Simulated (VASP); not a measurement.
The system is Sn.

```
Sn
1.0
     0.00000    3.23334    3.23334
     3.23334    0.00000    3.23334
     3.23334    3.23334    0.00000
Sn
2
Cartesian
  4.8500 4.8500 4.8500
  3.2333 3.2333 3.2333
```

This isn't the form of Sn at room conditions, which is tetragonal (white tin).

| Item | Value |
| --- | --- |
| Program | VASP 6.6.1 |
| Task | relaxation of cell and atoms |
| Functional | PBE |
| Dispersion | D4 |
| Potentials or basis | VASP PAW PBE potentials, release 64 (Sn_d) |
| Cutoff | 600 eV |
| k mesh | 7 × 7 × 7 |
| Occupations | fermi-dirac, width 0.05 eV |
| Spin | no spin polarisation |

At the start: pressure 2.0 GPa; volume 33.80 Å³/atom.

**Question.** Where does the relaxation end?

**Answer.** Over 3 steps the energy falls by 9.4 meV/atom and the volume is 35.35 Å³/atom (+4.6 %); space group Fd-3m (No. 227, to 0.1 Å) before and after.

The path:
| step | energy change (eV) | largest force (eV/Å) | pressure (GPa) | volume (Å³) |
| --- | --- | --- | --- | --- |
| 1 | 0.0000 | 0.0000 | 2.04 | 67.61 |
| 2 | -0.0164 | 0.0000 | -0.64 | 71.90 |
| 3 | -0.0188 | 0.0000 | 0.00 | 70.71 |

Final structure:
```
Sn
1.0
     0.00000    3.28201    3.28201
     3.28201    0.00000    3.28201
     3.28201    3.28201    0.00000
Sn
2
Direct
  0.75000 0.75000 0.75000
  0.50000 0.50000 0.50000
```
